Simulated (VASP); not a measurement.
A run of VASP 6.6.1 is set up as follows.

The input POSCAR:

```
NaH
1.0
    0.0000000000      2.4070229845      2.4070229845
    2.4070229845      0.0000000000      2.4070229845
    2.4070229845      2.4070229845      0.0000000000
Na H
1 1
Direct
    0.0000000000      0.0000000000      0.0000000000
    0.5000000000      0.5000000000      0.5000000000
```

The input INCAR.step1:

```
SYSTEM = NaH
PREC = Accurate ; ENCUT = 520
ISMEAR = -1 ; SIGMA = 0.05
LREAL = .FALSE. ; LASPH = .TRUE.
NELM = 100 ; NBANDS = 11
GGA = PE ; ALGO = Normal
EDIFF = 1E-4 ; LWAVE = .TRUE.
LCHARG = .FALSE.
```

INCAR.step2

```
SYSTEM = NaH
PREC = Accurate ; ENCUT = 520
EDIFF = 1E-7 ; ISMEAR = -1
SIGMA = 0.05 ; LREAL = .FALSE.
LASPH = .TRUE. ; NELM = 100
ALGO = Normal ; ISIF = 2
LWAVE = .FALSE. ; LCHARG = .TRUE.
METAGGA = R2SCAN ; LMIXTAU = .TRUE.
LELF = .TRUE. ; LVHAR = .TRUE.
NBANDS = 11 ; ISTART = 1
```

Contents of KPOINTS:

```
regular mesh
0
G
  9 9 9
  0 0 0
```

Potentials or basis: VASP PAW PBE potentials, release 64 (Na_pv, H).

Run with:

```sh
$ cat potpaw_PBE.64/Na_pv/POTCAR potpaw_PBE.64/H/POTCAR > POTCAR
$ cp INCAR.step1 INCAR
$ mpirun -np 1 vasp_std > vasp.out
$ cp INCAR.step2 INCAR
$ mpirun -np 1 vasp_std > vasp.out
```

(1) What does it give for the pressure?

(2) Predict the band gap on the k mesh.

Answers

(1) -0.5 GPa.

(2) 4.70 eV, indirect (least direct gap 5.38 eV).

Caveat: the PAW data sets were made with another functional, which shifts forces and pressure a little.
